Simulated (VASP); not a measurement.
# GdMn (Pm-3m) in VASP: a series of runs

GdMn is run at these levels: RPBE+U, PBE+U; tasks: single point.

Program: VASP 6.6.1. These are calculated values, not measurements. Logs are shortened: lines on timing, memory, paths and dates and some standing lists are left out, and cuts for length are marked.

## (1) The cell of the first run

The structure is cubic, space group Pm-3m (No. 221). Conventional cell: a = 3.562 Å, b = 3.562 Å, c = 3.562 Å, α = 90.00°, β = 90.00°, γ = 90.00°. Gd (site symmetry m-3m) has 8 Mn at 3.09 Å and 6 Gd at 3.56 Å within 4.1 Å. Mn (site symmetry m-3m) has 8 Gd at 3.09 Å and 6 Mn at 3.56 Å within 4.1 Å.

## (2) Single point, RPBE+U, collinear spin, ferrimagnetic start

Input file INCAR:

```
  PREC = Accurate
  ENCUT = 520
  EDIFF = 1E-7
  ISMEAR = 0
  SIGMA = 0.05
  LREAL = F
  LASPH = T
  NELM = 150
  ALGO = Normal
  ISIF = 2
  LWAVE = F
  LCHARG = F
  ISPIN = 2
  MAGMOM = 7 -3.5
  LORBIT = 11
  LMAXMIX = 6
  LDAU = T
  LDAUTYPE = 2
  LDAUL = -1 2
  LDAUU = 0 3
  LDAUJ = 0 0
  LDAUPRINT = 1
  GGA = RP
  NBANDS = 26
```

Input file KPOINTS:

```
Automatic mesh
0
Gamma
  8 8 8
```

Input file POSCAR:

```
GdMn
1.0
    3.5623726939      0.0000000000      0.0000000000
    0.0000000000      3.5623726939      0.0000000000
    0.0000000000      0.0000000000      3.5623726939
Gd Mn
1 1
Direct
    0.0000000000      0.0000000000      0.0000000000
    0.5000000000      0.5000000000      0.5000000000
```

Potentials or basis: VASP PAW PBE potentials, release 64 (Gd, Mn_pv).

Run with:

```
$ cat potpaw_PBE.64/Gd/POTCAR potpaw_PBE.64/Mn_pv/POTCAR > POTCAR
$ mpirun -np 1 vasp_std > vasp.out
```

OUTCAR:

```text
PREC = Accurate
   ENCUT = 520
   EDIFF = 1E-7
   ISMEAR = 0
   LREAL = F
   LASPH = T
   NELM = 150
   ISIF = 2
   ISPIN = 2
   LORBIT = 11
   GGA = RP

 ion  position               nearest neighbor table
   1  0.000  0.000  0.000-   2 3.09   2 3.09   2 3.09   2 3.09   2 3.09   2 3.09   2 3.09   2 3.09

   2  0.500  0.500  0.500-   1 3.09   1 3.09   1 3.09   1 3.09   1 3.09   1 3.09   1 3.09   1 3.09

  LATTYP: Found a simple cubic cell.
 ALAT       =     3.5623726939

  Lattice vectors:

 A1 = (   3.5623726939,   0.0000000000,   0.0000000000)
 A2 = (   0.0000000000,   3.5623726939,   0.0000000000)
 A3 = (   0.0000000000,   0.0000000000,   3.5623726939)

Analysis of symmetry for initial positions (statically):
=====================================================================
 Subroutine PRICEL returns:
 Original cell was already a primitive cell.

 Routine SETGRP: Setting up the symmetry group for a
 simple cubic supercell.

 Subroutine GETGRP returns: Found 48 space group operations
 (whereof 48 operations were pure point group operations)
 out of a pool of 48 trial point group operations.

The static configuration has the point symmetry O_h .

Analysis of symmetry for dynamics (positions and initial velocities):
=====================================================================
 Subroutine PRICEL returns:
 Original cell was already a primitive cell.

 Routine SETGRP: Setting up the symmetry group for a
 simple cubic supercell.

 Subroutine GETGRP returns: Found 48 space group operations
 (whereof 48 operations were pure point group operations)
 out of a pool of 48 trial point group operations.

The dynamic configuration has the point symmetry O_h .

Analysis of structural, dynamic, and magnetic symmetry:
=====================================================================
 Subroutine PRICEL returns:
 Original cell was already a primitive cell.

 Routine SETGRP: Setting up the symmetry group for a
 simple cubic supercell.

 Subroutine GETGRP returns: Found 48 space group operations
 (whereof 48 operations were pure point group operations)
 out of a pool of 48 trial point group operations.

The overall configuration has the point symmetry O_h .

 Subroutine INISYM returns: Found 48 space group operations
 (whereof 48 operations are pure point group operations),
 and found     1 'primitive' translations

----------------------------------------------------------------------------------------

                                     Primitive cell

  volume of cell :      45.2083

  direct lattice vectors                    reciprocal lattice vectors
     3.562372694  0.000000000  0.000000000     0.280711786  0.000000000  0.000000000
     0.000000000  3.562372694  0.000000000     0.000000000  0.280711786  0.000000000
     0.000000000  0.000000000  3.562372694     0.000000000  0.000000000  0.280711786

  length of vectors
     3.562372694  3.562372694  3.562372694     0.280711786  0.280711786  0.280711786

  position of ions in fractional coordinates (direct lattice)
     0.000000000  0.000000000  0.000000000
     0.500000000  0.500000000  0.500000000

  ion indices of the primitive-cell ions
   primitive index   ion index
                 1           1
                 2           2

----------------------------------------------------------------------------------------

[... 63 lines left out ...]
   ISPIN  =      2    spin polarized calculation?
   LNONCOLLINEAR =      F non collinear calculations
   LSORBIT =      F    spin-orbit coupling
   LASPH  =      T    aspherical Exc in radial PAW
   ENCUT  =  520.0 eV  38.22 Ry    6.18 a.u.   6.62  6.62  6.62*2*pi/ulx,y,z
   NELM   =    150;   NELMIN=  2; NELMDL= -5     # of ELM steps
   EDIFF  = 0.1E-06   stopping-criterion for ELM
   LREAL  =      F    real-space projection
   EDIFFG = 0.1E-05   stopping-criterion for IOM
   NSW    =      0    number of steps for IOM
   IBRION =     -1    ionic relax: 0-MD 1-quasi-New 2-CG
   NFREE  =      0    steps in history (QN), initial steepest desc. (CG)
   ISIF   =      2    stress and relaxation
   ISYM   =      2    0-nonsym 1-usesym 2-fastsym
   POTIM  = 0.5000    time-step for ionic-motion
   TEBEG  =    0.0;   TEEND  =   0.0 temperature during run
   PSTRESS=    0.0 pullay stress
   NELECT =      31.0000    total number of electrons
   NUPDOWN=      -1.0000    fix difference up-down
   EMIN   =  10.00;   EMAX   =-10.00  energy-range for DOS
   EFERMI =   0.00;   METHOD = LEGACY
   ISMEAR =     0;   SIGMA  =   0.05  broadening in eV -4-tet -1-fermi 0-gaus
   EFERMI_NEDOS =   21; number of points for ismear=-14 and -15
   IALGO  =     38    algorithm
   IMIX   =      4    mixing-type and parameters
     AMIX     =   0.40;   BMIX     =  1.00
     AMIX_MAG =   1.60;   BMIX_MAG =  1.00
  volume/ion in A,a.u.               =      22.60       152.54
  Fermi-wavevector in a.u.,A,eV,Ry     =   1.443630  2.728066 28.355480  2.084069
  Thomas-Fermi vector in A             =   2.562016
   LORBIT       =     11    0 simple, 1 ext, 2 COOP (PROOUT), +10 PAW based schemes
 LDA+U is selected, type is set to LDAUTYPE =  2
   angular momentum for each species LDAUL =    -1    2
   U (eV)           for each species LDAUU =   0.0  3.0
   J (eV)           for each species LDAUJ =   0.0  0.0
   GGA     = RP    functional components
   LHFCALC =     F    Hartree Fock is set to
   AEXX    =    0.0000 exact exchange contribution
   IVDW    =     0    specifies the selected vdW correction
   LEPSILON=     F    determine dielectric tensor
   LRPA    =     F    only Hartree local field effects (RPA)
 spin polarized calculation
 Gauss-broadening in eV      SIGMA  =   0.05
  energy-cutoff  :      520.00
  volume of cell :       45.21
 maximum number of plane-waves:      1236
 NGX is ok and might be reduce to    28
   NGX = 13   NGY = 13   NGZ = 13

atom =   2  type =  2  l = 2

 onsite density matrix

spin component  1

  0.0377 -0.0000  0.0000 -0.0000 -0.0000
 -0.0000  0.0377 -0.0000 -0.0000  0.0000
  0.0000 -0.0000  0.1131  0.0000  0.0000
 -0.0000 -0.0000  0.0000  0.0377  0.0000
 -0.0000  0.0000  0.0000  0.0000  0.1131

spin component  2

  0.8993 -0.0000 -0.0000  0.0000  0.0000
 -0.0000  0.8993  0.0000  0.0000 -0.0000
 -0.0000  0.0000  0.9019 -0.0000 -0.0000
  0.0000  0.0000 -0.0000  0.8993 -0.0000
  0.0000 -0.0000 -0.0000 -0.0000  0.9019

 occupancies and eigenvectors

  o =  0.0377  v =  0.0000  1.0000  0.0000  0.0002  0.0000  0.0000  0.0000  0.0000  0.0000  0.0000      0.0000  0.0000  0.0000  0.0000  0.0000  0.0000  0.0000  0.0000  0.0000  0.0000
  o =  0.0377  v =  1.0000  0.0000  0.0000  0.0000  0.0000  0.0000  0.0000  0.0000  0.0000  0.0000      0.0000  0.0000  0.0000  0.0000  0.0000  0.0000  0.0000  0.0000  0.0000  0.0000
  o =  0.0377  v =  0.0000  0.0002  0.0000 -1.0000 -0.0000  0.0000  0.0000  0.0000  0.0000  0.0000      0.0000  0.0000  0.0000  0.0000  0.0000  0.0000  0.0000  0.0000  0.0000  0.0000
  o =  0.1131  v =  0.0000  0.0000  0.0243  0.0000 -0.9997  0.0000  0.0000  0.0000  0.0000  0.0000      0.0000  0.0000  0.0000  0.0000  0.0000  0.0000  0.0000  0.0000  0.0000  0.0000
  o =  0.1131  v =  0.0000 -0.0000  0.9997 -0.0000  0.0243  0.0000  0.0000  0.0000  0.0000  0.0000      0.0000  0.0000  0.0000  0.0000  0.0000  0.0000  0.0000  0.0000  0.0000  0.0000
  o =  0.8993  v =  0.0000  0.0000  0.0000  0.0000  0.0000  1.0000  0.0000  0.0000  0.0000  0.0000      0.0000  0.0000  0.0000  0.0000  0.0000  0.0000  0.0000  0.0000  0.0000  0.0000
  o =  0.8993  v =  0.0000  0.0000  0.0000  0.0000  0.0000  0.0000  0.2086  0.0000 -0.9780 -0.0000      0.0000  0.0000  0.0000  0.0000  0.0000  0.0000  0.0000  0.0000  0.0000  0.0000
  o =  0.8993  v =  0.0000  0.0000  0.0000  0.0000  0.0000  0.0000  0.9780  0.0000  0.2086 -0.0000      0.0000  0.0000  0.0000  0.0000  0.0000  0.0000  0.0000  0.0000  0.0000  0.0000
  o =  0.9019  v =  0.0000  0.0000  0.0000  0.0000  0.0000  0.0000 -0.0000 -0.0018  0.0000 -1.0000      0.0000  0.0000  0.0000  0.0000  0.0000  0.0000  0.0000  0.0000  0.0000  0.0000
  o =  0.9019  v =  0.0000  0.0000  0.0000  0.0000  0.0000  0.0000  0.0000 -1.0000 -0.0000  0.0018      0.0000  0.0000  0.0000  0.0000  0.0000  0.0000  0.0000  0.0000  0.0000  0.0000

 number of electron      31.0000012 magnetization       3.2015986

 Free energy of the ion-electron system (eV)
  ---------------------------------------------------
  ext. energy  EPLUGINS =         0.00000000
  ---------------------------------------------------
  free energy    TOTEN  =       -18.27396891 eV

  energy without entropy =      -18.27266182  energy(sigma->0) =      -18.27331537

 E-fermi :   5.0851     XC(G=0): -10.8194

 val. band max:        5.0743304001   @ k =   0.5000   0.3750   0.1250
 cond. band min:       5.1269500146   @ k =   0.3750   0.3750   0.1250
 fundamental gap:      0.0526196145
 Fermi energy:         5.0850948148

 spin component 1

 k-point     1 :       0.0000    0.0000    0.0000
  band No.  band energies     occupation
      1     -41.3444      1.00000
      2     -41.3444      1.00000
      3     -41.3444      1.00000
      4     -39.9866      1.00000
      5     -17.1960      1.00000
      6     -17.1960      1.00000
[... 1385 lines left out ...]
     25       9.6011      0.00000
     26      12.7459      0.00000

 [... further k-points ...]
[... 5 lines left out ...]
  --------------------------------------------------------------------------------------
  -------------------------------------------------------------------------------------
  Total        2.5682620      2.5682620      2.5682620     -0.0000000      0.0000000     -0.0000000
  in kB       91.0189558     91.0189558     91.0189558     -0.0000000      0.0000000     -0.0000000
  external PRESSURE =      91.0189558 kB  Pullay stress =       0.0000000 kB

 VOLUME and BASIS-vectors are now :
 -----------------------------------------------------------------------------
  energy-cutoff  :      520.00
  volume of cell :       45.21
      direct lattice vectors                 reciprocal lattice vectors
     3.562372694  0.000000000  0.000000000     0.280711786  0.000000000  0.000000000
     0.000000000  3.562372694  0.000000000     0.000000000  0.280711786  0.000000000
     0.000000000  0.000000000  3.562372694     0.000000000  0.000000000  0.280711786

 POSITION                                       TOTAL-FORCE (eV/Angst)
 -----------------------------------------------------------------------------------
      0.00000      0.00000      0.00000         0.000000      0.000000      0.000000
      1.78119      1.78119      1.78119         0.000000      0.000000      0.000000
 -----------------------------------------------------------------------------------
    total drift:                                0.000000      0.000000      0.000000

  FREE ENERGIE OF THE ION-ELECTRON SYSTEM (eV)
  ---------------------------------------------------
  free  energy   TOTEN  =       -18.2739689138 eV

  energy  without entropy=      -18.2726618228  energy(sigma->0) =      -18.27331537

 total charge

# of ion       s       p       d       f       tot
--------------------------------------------------
    1        2.069   5.591   0.646   6.965  15.272
    2        0.388   6.202   4.824   0.000  11.414
--------------------------------------------------
tot          2.457  11.793   5.470   6.965  26.686

 magnetization (x)

# of ion       s       p       d       f       tot
--------------------------------------------------
    1        0.013  -0.085   0.264   6.820   7.012
    2       -0.071  -0.019  -4.153   0.000  -4.243
--------------------------------------------------
tot         -0.058  -0.104  -3.890   6.820   2.768
```

It took 97 s on 1 thread of Oxide Virtual Turin-like, shared host; peak memory 0.19 GiB.

Results:

| Item | Value |
| --- | --- |
| Free energy | -18.2740 eV |
| Pressure | 9.1 GPa |
| Net moment | 3.20 μB per cell |
| Site moments | Gd +7.01; Mn -4.24 μB |
| Valence electrons inside the program's atomic spheres | Gd 15.27; Mn 11.41 |

Eigenvalues of the final occupation matrices:
```
    site  spin  trace               eigenvalues
site 2 d     1   0.34  0.04 0.04 0.04 0.11 0.11
site 2 d     2   4.50  0.90 0.90 0.90 0.90 0.90
```

Caveat: the cell stands under pressure; the PAW data sets were made with another functional, which shifts forces and pressure a little; spin-orbit coupling is left out, which moves the levels of the heavy elements.

## (3) Single point, PBE+U, collinear spin, ferrimagnetic start (23.06 Å³/atom)

This run uses another cell than the first one, of 23.06 Å³/atom.

Input file INCAR:

```
PREC = Accurate ; ENCUT = 520
EDIFF = 1E-7 ; ISMEAR = 0
SIGMA = 0.05 ; LREAL = F
LASPH = T ; NELM = 150
ALGO = Normal ; ISIF = 2
LWAVE = F ; LCHARG = F
ISPIN = 2 ; MAGMOM = 8.1 -3.97
LORBIT = 11 ; LMAXMIX = 6
LDAU = T ; LDAUTYPE = 2
LDAUL = 3 -1 ; LDAUU = 6 0
LDAUJ = 0 0 ; LDAUPRINT = 1
GGA = PE ; NBANDS = 26
```

Input file KPOINTS:

```
regular mesh
0
Gamma
  8 8 8
```

Input file POSCAR:

```
GdMn
1.0
    3.5859652536      0.0000000000      0.0000000000
    0.0000000000      3.5859652536      0.0000000000
    0.0000000000      0.0000000000      3.5859652536
Gd Mn
1 1
Direct
    0.0000000000      0.0000000000      0.0000000000
    0.5000000000      0.5000000000      0.5000000000
```

Potentials or basis: VASP PAW PBE potentials, release 64 (Gd, Mn_pv).

Run with:

```
$ cat potpaw_PBE.64/Gd/POTCAR potpaw_PBE.64/Mn_pv/POTCAR > POTCAR
$ mpirun -np 1 vasp_std > vasp.out
```

OUTCAR:

```text
PREC = Accurate
   ENCUT = 520
   EDIFF = 1E-7
   ISMEAR = 0
   LREAL = F
   LASPH = T
   NELM = 150
   ISIF = 2
   ISPIN = 2
   LORBIT = 11
   GGA = PE

 ion  position               nearest neighbor table
   1  0.000  0.000  0.000-   2 3.11   2 3.11   2 3.11   2 3.11   2 3.11   2 3.11   2 3.11   2 3.11

   2  0.500  0.500  0.500-   1 3.11   1 3.11   1 3.11   1 3.11   1 3.11   1 3.11   1 3.11   1 3.11

  LATTYP: Found a simple cubic cell.
 ALAT       =     3.5859652536

  Lattice vectors:

 A1 = (   3.5859652536,   0.0000000000,   0.0000000000)
 A2 = (   0.0000000000,   3.5859652536,   0.0000000000)
 A3 = (   0.0000000000,   0.0000000000,   3.5859652536)

Analysis of symmetry for initial positions (statically):
=====================================================================
 Subroutine PRICEL returns:
 Original cell was already a primitive cell.

 Routine SETGRP: Setting up the symmetry group for a
 simple cubic supercell.

[... 233 lines left out ...]
 spin component 1

 k-point     1 :       0.0000    0.0000    0.0000
  band No.  band energies     occupation
      1     -41.4831      1.00000
      2     -41.4831      1.00000
      3     -41.4831      1.00000
      4     -40.5120      1.00000
      5     -17.7178      1.00000
      6     -17.7178      1.00000
[... 1385 lines left out ...]
     25       9.4474      0.00000
     26      12.2026      0.00000

 [... further k-points ...]
[... 5 lines left out ...]
  --------------------------------------------------------------------------------------
  -------------------------------------------------------------------------------------
  Total       -0.2189822     -0.2189822     -0.2189822      0.0000000      0.0000000     -0.0000000
  in kB       -7.6085375     -7.6085375     -7.6085375      0.0000000      0.0000000     -0.0000000
  external PRESSURE =      -7.6085375 kB  Pullay stress =       0.0000000 kB

 VOLUME and BASIS-vectors are now :
 -----------------------------------------------------------------------------
  energy-cutoff  :      520.00
  volume of cell :       46.11
      direct lattice vectors                 reciprocal lattice vectors
     3.585965254  0.000000000  0.000000000     0.278864944  0.000000000  0.000000000
     0.000000000  3.585965254  0.000000000     0.000000000  0.278864944  0.000000000
     0.000000000  0.000000000  3.585965254     0.000000000  0.000000000  0.278864944

 POSITION                                       TOTAL-FORCE (eV/Angst)
 -----------------------------------------------------------------------------------
      0.00000      0.00000      0.00000         0.000000      0.000000      0.000000
      1.79298      1.79298      1.79298         0.000000      0.000000      0.000000
 -----------------------------------------------------------------------------------
    total drift:                                0.000000      0.000000      0.000000

  FREE ENERGIE OF THE ION-ELECTRON SYSTEM (eV)
  ---------------------------------------------------
  free  energy   TOTEN  =       -19.9826337543 eV

  energy  without entropy=      -19.9796724639  energy(sigma->0) =      -19.98115311

 total charge

# of ion       s       p       d       f       tot
--------------------------------------------------
    1        2.067   5.582   0.639   6.936  15.224
    2        0.370   6.146   4.967   0.000  11.484
--------------------------------------------------
tot          2.437  11.728   5.606   6.936  26.708

 magnetization (x)

# of ion       s       p       d       f       tot
--------------------------------------------------
    1        0.016  -0.083   0.284   6.907   7.124
    2       -0.063   0.014  -3.460   0.000  -3.509
--------------------------------------------------
tot         -0.046  -0.069  -3.177   6.907   3.615
```

OSZICAR:

```text
N       E                     dE             d eps       ncg     rms          rms(c)
DAV:   1     0.221530777964E+03    0.22153E+03   -0.13454E+04  5148   0.603E+03
DAV:   2     0.164010781746E+02   -0.20513E+03   -0.17961E+03  4634   0.556E+02
DAV:   3    -0.128092203210E+02   -0.29210E+02   -0.28142E+02  5156   0.150E+02
[... 11 lines left out ...]
DAV:  15    -0.199826298509E+02   -0.16804E-04   -0.91477E-05  6086   0.758E-02    0.163E-01
DAV:  16    -0.199826304945E+02   -0.64355E-06   -0.15934E-05  5830   0.237E-02    0.796E-02
DAV:  17    -0.199826324717E+02   -0.19772E-05   -0.18350E-06  5030   0.136E-02    0.722E-02
DAV:  18    -0.199826335713E+02   -0.10996E-05   -0.20515E-06  5084   0.136E-02    0.265E-02
DAV:  19    -0.199826336942E+02   -0.12291E-06   -0.20560E-07  3578   0.413E-03    0.955E-03
DAV:  20    -0.199826337543E+02   -0.60121E-07   -0.32471E-07  2796   0.453E-03
   1 F= -.19982634E+02 E0= -.19981153E+02  d E =-.296129E-02  mag=     4.1192
```

Wall time 90 s (1 thread of Oxide Virtual Turin-like, shared host); peak memory 0.2 GiB.

Results:

```yaml
Free_energy: -19.9826 eV
Pressure: -0.8 GPa
Net_moment: 4.12 μB per cell
Site_moments: Gd +7.12; Mn -3.51 μB
Valence_electrons_inside_the_program's_atomic_spheres: Gd 15.22; Mn 11.48
```

Eigenvalues of the final occupation matrices:
| site | spin | trace | eigenvalues |
| --- | --- | --- | --- |
| site 1 f | 1 | 6.93 | 0.99 0.99 0.99 0.99 0.99 0.99 0.99 |
| site 1 f | 2 | 0.02 | 0.00 0.00 0.00 0.00 0.00 0.00 0.00 |

Caveat: spin-orbit coupling is left out, which moves the levels of the heavy elements. The state reached can hang on the start; a lower one may exist.

(Continued in part 2 of 2.)
